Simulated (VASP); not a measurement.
# Ti3Al (P-6m2) in VASP: notebook

The runs below take Ti3Al through single point, with PBEsol, PBEsol+D3(BJ).

Program: VASP 6.6.1. These are calculated values, not measurements. Logs are shortened: lines on timing, memory, paths and dates and some standing lists are left out, and cuts for length are marked.

## (1) The cell of the first run

Symmetry: P-6m2, No. 187, hexagonal system. The conventional cell has a = 2.928 Å, b = 2.928 Å, c = 9.226 Å, α = 90.00°, β = 90.00°, γ = 120.00°. Within 3.8 Å of Ti (site symmetry 3m) lie 9 Ti at 2.86 to 2.93 Å and 3 Al at 2.86 Å. Ti (site symmetry -6m2) has 12 Ti at 2.86 to 2.93 Å within 3.8 Å. Al (site symmetry -6m2) has 6 Ti at 2.86 Å and 6 Al at 2.93 Å within 3.8 Å.

## (2) Single point, PBEsol

INCAR

```
  PREC = Accurate
  ENCUT = 520
  EDIFF = 1E-6
  ISMEAR = -1
  SIGMA = 0.05
  LREAL = False
  LASPH = True
  NELM = 60
  ALGO = Fast
  ISIF = 2
  LWAVE = False
  LCHARG = False
  GGA = PS
  NBANDS = 28
```

KPOINTS

```
regular mesh
0
Gamma
  9 9 3
```

POSCAR

```
Ti3Al
1.0
    2.9275422229      0.0000000000      0.0000000000
   -1.4637711114      2.5353259357      0.0000000000
    0.0000000000      0.0000000000      9.2263620000
Ti Al
3 1
Direct
    0.3333333333      0.6666666667      0.2494060000
    0.3333333333      0.6666666667      0.7505940000
    0.6666666667      0.3333333333      0.0000000000
    0.6666666667      0.3333333333      0.5000000000
```

Potentials or basis: VASP PAW PBE potentials, release 64 (Ti_sv, Al).

Command:

```
$ cat potpaw_PBE.64/Ti_sv/POTCAR potpaw_PBE.64/Al/POTCAR > POTCAR
$ mpirun -np 1 vasp_std > vasp.out
```

OUTCAR:

```text
PREC = Accurate
   ENCUT = 520
   EDIFF = 1E-6
   ISMEAR = -1
   LREAL = False
   LASPH = True
   NELM = 60
   ISIF = 2
   GGA = PS

 ion  position               nearest neighbor table
   1  0.333  0.667  0.249-   3 2.86   3 2.86   3 2.86   4 2.86   4 2.86   4 2.86
   2  0.333  0.667  0.751-   3 2.86   3 2.86   3 2.86   4 2.86   4 2.86   4 2.86
   3  0.667  0.333  0.000-   1 2.86   2 2.86   1 2.86   2 2.86   1 2.86   2 2.86
   4  0.667  0.333  0.500-   1 2.86   2 2.86   1 2.86   2 2.86   1 2.86   2 2.86

  LATTYP: Found a hexagonal cell.
 ALAT       =     2.9275422229
 C/A-ratio  =     3.1515726495

  Lattice vectors:

 A1 = (   2.9275422229,   0.0000000000,   0.0000000000)
 A2 = (  -1.4637711114,   2.5353259357,   0.0000000000)
 A3 = (   0.0000000000,   0.0000000000,   9.2263620000)

Analysis of symmetry for initial positions (statically):
=====================================================================
 Subroutine PRICEL returns:
 Original cell was already a primitive cell.

 Routine SETGRP: Setting up the symmetry group for a
 hexagonal supercell.

 Subroutine GETGRP returns: Found 12 space group operations
 (whereof 12 operations were pure point group operations)
 out of a pool of 24 trial point group operations.

The static configuration has the point symmetry D_3h.

Analysis of symmetry for dynamics (positions and initial velocities):
=====================================================================
 Subroutine PRICEL returns:
 Original cell was already a primitive cell.

 Routine SETGRP: Setting up the symmetry group for a
 hexagonal supercell.

 Subroutine GETGRP returns: Found 12 space group operations
 (whereof 12 operations were pure point group operations)
 out of a pool of 24 trial point group operations.

The dynamic configuration has the point symmetry D_3h.

 Subroutine INISYM returns: Found 12 space group operations
 (whereof 12 operations are pure point group operations),
 and found     1 'primitive' translations

----------------------------------------------------------------------------------------

                                     Primitive cell

  volume of cell :      68.4806

[... 86 lines left out ...]
   LNONCOLLINEAR =      F non collinear calculations
   LSORBIT =      F    spin-orbit coupling
   LASPH  =      T    aspherical Exc in radial PAW
   ENCUT  =  520.0 eV  38.22 Ry    6.18 a.u.   5.44  5.44 17.15*2*pi/ulx,y,z
   NELM   =     60;   NELMIN=  2; NELMDL= -5     # of ELM steps
   EDIFF  = 0.1E-05   stopping-criterion for ELM
   LREAL  =      F    real-space projection
   EDIFFG = 0.1E-04   stopping-criterion for IOM
   NSW    =      0    number of steps for IOM
   IBRION =     -1    ionic relax: 0-MD 1-quasi-New 2-CG
   NFREE  =      0    steps in history (QN), initial steepest desc. (CG)
   ISIF   =      2    stress and relaxation
   ISYM   =      2    0-nonsym 1-usesym 2-fastsym
   POTIM  = 0.5000    time-step for ionic-motion
   TEBEG  =    0.0;   TEEND  =   0.0 temperature during run
   PSTRESS=    0.0 pullay stress
   NELECT =      39.0000    total number of electrons
   NUPDOWN=      -1.0000    fix difference up-down
   EMIN   =  10.00;   EMAX   =-10.00  energy-range for DOS
   EFERMI =   0.00;   METHOD = LEGACY
   ISMEAR =    -1;   SIGMA  =   0.05  broadening in eV -4-tet -1-fermi 0-gaus
   EFERMI_NEDOS =   21; number of points for ismear=-14 and -15
   IALGO  =     68    algorithm
   IMIX   =      4    mixing-type and parameters
     AMIX     =   0.40;   BMIX     =  1.00
     AMIX_MAG =   1.60;   BMIX_MAG =  1.00
  volume/ion in A,a.u.               =      17.12       115.53
  Fermi-wavevector in a.u.,A,eV,Ry     =   1.356981  2.564323 25.053746  1.841398
  Thomas-Fermi vector in A             =   2.483938
   LORBIT       =      0    0 simple, 1 ext, 2 COOP (PROOUT), +10 PAW based schemes
   GGA     = PS    functional components
   LHFCALC =     F    Hartree Fock is set to
   AEXX    =    0.0000 exact exchange contribution
   IVDW    =     0    specifies the selected vdW correction
   LEPSILON=     F    determine dielectric tensor
   LRPA    =     F    only Hartree local field effects (RPA)
 non-spin polarized calculation
 RMM-DIIS sequential band-by-band and
  energy-cutoff  :      520.00
  volume of cell :       68.48
 maximum number of plane-waves:      1907
 NGX is ok and might be reduce to    24
   NGX = 11   NGY = 11   NGZ = 35

 number of electron      38.9999989 magnetization

 Free energy of the ion-electron system (eV)
  ---------------------------------------------------
  ext. energy  EPLUGINS =         0.00000000
  ---------------------------------------------------
  free energy    TOTEN  =       -29.60119577 eV

  energy without entropy =      -29.56240761  energy(sigma->0) =      -29.58180169

 E-fermi :   7.8829     XC(G=0): -11.3130

 val. band max:        7.8691859050   @ k =   0.2222  -0.0000   0.3333
 cond. band min:       7.8887360132   @ k =   0.3333   0.2222   0.3333
 fundamental gap:      0.0195501082
 Fermi energy:         7.8828732462

 k-point     1 :       0.0000    0.0000    0.0000
  band No.  band energies     occupation
      1     -48.6172      2.00000
      2     -48.5696      2.00000
      3     -48.5085      2.00000
      4     -25.2346      2.00000
      5     -24.9877      2.00000
      6     -24.6907      2.00000
[... 733 lines left out ...]
     27      11.0555      0.00000
     28      11.1641      0.00000

------------------------ aborting loop because EDIFF is reached ----------------------------------------

  FORCE on cell =-STRESS in cart. coord.  units (eV):
  Direction    XX          YY          ZZ          XY          YZ          ZX
  --------------------------------------------------------------------------------------
  -------------------------------------------------------------------------------------
  Total       -1.5021426     -1.5021426     -1.5029607     -0.0000000      0.0000000      0.0000000
  in kB      -35.1442511    -35.1442511    -35.1633908     -0.0000000      0.0000000      0.0000000
  external PRESSURE =     -35.1506310 kB  Pullay stress =       0.0000000 kB

 VOLUME and BASIS-vectors are now :
 -----------------------------------------------------------------------------
  energy-cutoff  :      520.00
  volume of cell :       68.48
      direct lattice vectors                 reciprocal lattice vectors
     2.927542223  0.000000000  0.000000000     0.341583459  0.197213302  0.000000000
    -1.463771111  2.535325936  0.000000000     0.000000000  0.394426604  0.000000000
     0.000000000  0.000000000  9.226362000     0.000000000  0.000000000  0.108385082

 POSITION                                       TOTAL-FORCE (eV/Angst)
 -----------------------------------------------------------------------------------
     -0.00000      1.69022      2.30111         0.000000      0.000000     -0.086204
     -0.00000      1.69022      6.92525        -0.000000      0.000000      0.086204
      1.46377      0.84511      0.00000        -0.000000     -0.000000      0.000000
      1.46377      0.84511      4.61318         0.000000     -0.000000      0.000000
 -----------------------------------------------------------------------------------
    total drift:                                0.000000     -0.000000      0.000000

  FREE ENERGIE OF THE ION-ELECTRON SYSTEM (eV)
  ---------------------------------------------------
  free  energy   TOTEN  =       -29.6011957742 eV

  energy  without entropy=      -29.5624076082  energy(sigma->0) =      -29.58180169
```

OSZICAR:

```text
N       E                     dE             d eps       ncg     rms          rms(c)
DAV:   1     0.472941286143E+03    0.47294E+03   -0.19610E+04  1344   0.161E+03
DAV:   2     0.241752421014E+02   -0.44877E+03   -0.44038E+03  1364   0.498E+02
DAV:   3    -0.278311765132E+02   -0.52006E+02   -0.50786E+02  2316   0.144E+02
[... 33 lines left out ...]
RMM:  37    -0.296011914453E+02   -0.15960E-05   -0.19655E-05  1355   0.177E-02    0.293E-03
RMM:  38    -0.296011930044E+02   -0.15591E-05   -0.18990E-05  1364   0.165E-02    0.313E-03
RMM:  39    -0.296011939983E+02   -0.99395E-06   -0.12562E-05  1304   0.151E-02    0.333E-03
RMM:  40    -0.296011950840E+02   -0.10856E-05   -0.13197E-05  1385   0.142E-02    0.360E-03
RMM:  41    -0.296011957742E+02   -0.69020E-06   -0.88829E-06  1299   0.130E-02
   1 F= -.29601196E+02 E0= -.29581802E+02  d E =-.387882E-01
```

Wall time 2.1 min (1 thread of Intel Xeon Platinum 8488C (Sapphire Rapids), shared host); peak memory 0.2 GiB.

Results:

* Free energy: -29.6012 eV
* Pressure: -3.5 GPa
* Largest force: 0.086 eV/Å

Forces on the atoms (eV/Å):
```
Ti   0.000  0.000 -0.086
Ti   0.000  0.000  0.086
Ti   0.000  0.000  0.000
Al   0.000  0.000  0.000
```

Levels at points of the mesh, in eV from the Fermi level:
```tsv
k point	band 16	band 17	band 18	band 19	band 20	band 21	band 22	band 23	band 24	band 25
(0.00, 0.00, 0.00)	-2.46	-0.76	0.48	0.74	0.82	0.82	0.91	0.91	1.22	1.22
```

Caveat: the PAW data sets were made with another functional, which shifts forces and pressure a little.

(Part 1 of 3 ends here.)
